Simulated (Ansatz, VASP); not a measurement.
## Two plane-wave programs on BaTe

Contents of POSCAR:

```
BaTe
1.0
    4.9913836593      0.0000000000      0.0000000000
   -2.4956918297      4.3226650490      0.0000000000
    0.0000000000      0.0000000000      8.7524267198
Ba Te
2 2
Direct
    0.0000000000      0.0000000000      0.0000000000
    0.0000000000      0.0000000000      0.5000000000
    0.3333333333      0.6666666667      0.2500000000
    0.6666666667      0.3333333333      0.7500000000
```

Contents of INCAR.step1:

```
PREC = Accurate
ENCUT = 520
ISMEAR = 0
SIGMA = 0.01
LREAL = False
LASPH = True
NELM = 60
NBANDS = 24
GGA = PE
ALGO = Normal
EDIFF = 1E-4
LWAVE = True
LCHARG = False
```

The input INCAR.step2:

```
PREC = Accurate
ENCUT = 520
EDIFF = 1E-6
ISMEAR = 0
SIGMA = 0.01
LREAL = False
LASPH = True
NELM = 60
ALGO = Normal
ISIF = 2
LWAVE = False
LCHARG = False
METAGGA = R2SCAN
LMIXTAU = True
NBANDS = 24
ISTART = 1
```

KPOINTS

```
regular mesh
0
Gamma
  6 6 4
```

Input for Ansatz:

```yaml
crystal:
  lattice:
    - [4.9913836593, 0.0, 0.0]
    - [-2.4956918297, 4.322665049, 0.0]
    - [0.0, 0.0, 8.7524267198]
  atoms:
    - { symbol: Ba, position: [0.0, 0.0, 0.0] }
    - { symbol: Ba, position: [0.0, 0.0, 0.5] }
    - { symbol: Te, position: [0.3333333333, 0.6666666667, 0.25] }
    - { symbol: Te, position: [0.6666666667, 0.3333333333, 0.75] }
kpoints:
  mp_grid: { grid: [6, 6, 4] }
hamiltonian:
  xc: r2scan
scf:
  occupations: { method: fixed }
  n_extra_bands: 5
output:
  forces: true
  stress: true
  eigenvalues: true
```

Alike in both runs: task single point; functional r2SCAN; k mesh 6 × 6 × 4; no spin polarisation.

```csv
,VASP,Ansatz
version,VASP 6.6.1,Ansatz 0.2.0
potentials or method,"VASP PAW PBE potentials, release 64 (Ba_sv, Te)","plane waves, PAW"
plane-wave cutoff (eV),520,500
occupations,"gaussian, width 0.01 eV",fixed
valence electrons in the cell,32,52
```

|  | VASP | Ansatz | Ansatz less VASP |
| --- | --- | --- | --- |
| gap on the k mesh at the Fermi level (eV) | 2.13 | 2.19 | +0.065 |
| pressure (GPa) | -1.3 | -1.5 | -0.26 |
| traceless stress, the component that is largest in VASP (GPa) | -0.11 | -0.14 | -0.030 |

VASP's potentials were made for PBE, not for r2SCAN. VASP's potentials hold 32 valence electrons a cell and Ansatz's 52, so a difference there can come from the potentials and not from the codes.

Spin-orbit coupling is off throughout.
